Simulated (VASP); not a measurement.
Sb:

```
CELL_PARAMETERS angstrom
3.20158 0.00000 0.00000
0.00000 3.20158 0.00000
0.00000 0.00000 3.20158
ATOMIC_POSITIONS crystal
Sb 0.00000 0.00000 0.00000
```

This cell differs from its parent crystal: volume scaled by 1.04.

```yaml
Program: VASP 6.6.1
Task: relaxation of cell and atoms
Functional: RPBE
Potentials_or_basis: VASP PAW PBE potentials, release 64 (Sb)
Cutoff: 500 eV
k_mesh: 8 × 8 × 8
Occupations: gaussian, width 0.05 eV
Spin: no spin polarisation
```

At the start: pressure -2.8 GPa; volume 32.82 Å³/atom.

Problem. How do energy, volume and symmetry change on relaxing?

Solution. Over 3 steps the energy falls by 18.4 meV/atom and the volume is 30.86 Å³/atom (-6.0 %); space group Pm-3m (No. 221, to 0.05 Å).

The path:
```
step  energy change (eV)  largest force (eV/Å)  pressure (GPa)  volume (Å³)
   1              0.0000                0.0000           -2.83        32.82
   2             -0.0154                0.0000            1.35        30.14
   3             -0.0184                0.0000            0.01        30.86
```

Final structure:
```
Sb
1.0
     3.13665    0.00000    0.00000
     0.00000    3.13665    0.00000
     0.00000    0.00000    3.13665
Sb
1
Direct
  0.00000 0.00000 0.00000
```

Caveat: the cell differs from its parent crystal (volume scaled by 1.04); the PAW data sets were made with another functional, which shifts forces and pressure a little.
